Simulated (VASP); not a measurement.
**Al: relaxation of cell and atoms with PBEsol**

Crystal: Al.

```
Al
1.0
     5.10215    0.00000    0.00000
     0.00000    5.10215    0.00000
     0.00000    0.00000    5.10215
Al
8
Cartesian
  0.0000 0.0000 0.0000
  2.5511 2.5511 2.5511
  1.2755 0.0000 2.5511
  3.8266 0.0000 2.5511
  2.5511 1.2755 0.0000
  2.5511 3.8266 0.0000
  0.0000 2.5511 1.2755
  0.0000 2.5511 3.8266
```

```
Program                : VASP 6.6.1
Task                   : relaxation of cell and atoms
Functional             : PBEsol
Potentials or basis    : VASP PAW PBE potentials, release 64 (Al)
Cutoff                 : 600 eV
k mesh                 : 5 × 5 × 5
Occupations            : fermi-dirac, width 0.1 eV
Spin                   : no spin polarisation
Dipole correction      : no
Further INCAR settings : ALGO = Normal; EDIFF = 1e-07; IBRION = 2; EDIFFG = -0.01; NSW = 80; ISIF = 3
```

```
Pressure after relaxing : 0.1 GPa
Band gap on the k mesh  : zero (band 12 reaches 9.89 eV, above the bottom of band 13 at 7.33 eV)
```

Final structure:
```xyz
8
Lattice="5.1022 0.0000 0.0000 0.0000 5.1022 0.0000 0.0000 0.0000 5.1022" Properties=species:S:1:pos:R:3 pbc="T T T"
Al    0.0000    0.0000    0.0000
Al    2.5511    2.5511    2.5511
Al    1.2755    0.0000    2.5511
Al    3.8266    0.0000    2.5511
Al    2.5511    1.2755    0.0000
Al    2.5511    3.8266    0.0000
Al    0.0000    2.5511    1.2755
Al    0.0000    2.5511    3.8266
```

Levels at points of the mesh, in eV from the Fermi level:
```csv
k point,band 10,band 11,band 12,band 13,band 14,band 15
"(0.00, 0.00, 0.00)",-0.82,-0.82,-0.82,0.09,0.09,0.09
```

Wall time 60 s on 1 thread of Intel Xeon 8259CL (shared host), peak memory 0.24 GiB.

Caveat: the relaxation stopped at its first step, so nothing moved; the PAW data sets were made with another functional, which shifts forces and pressure a little.
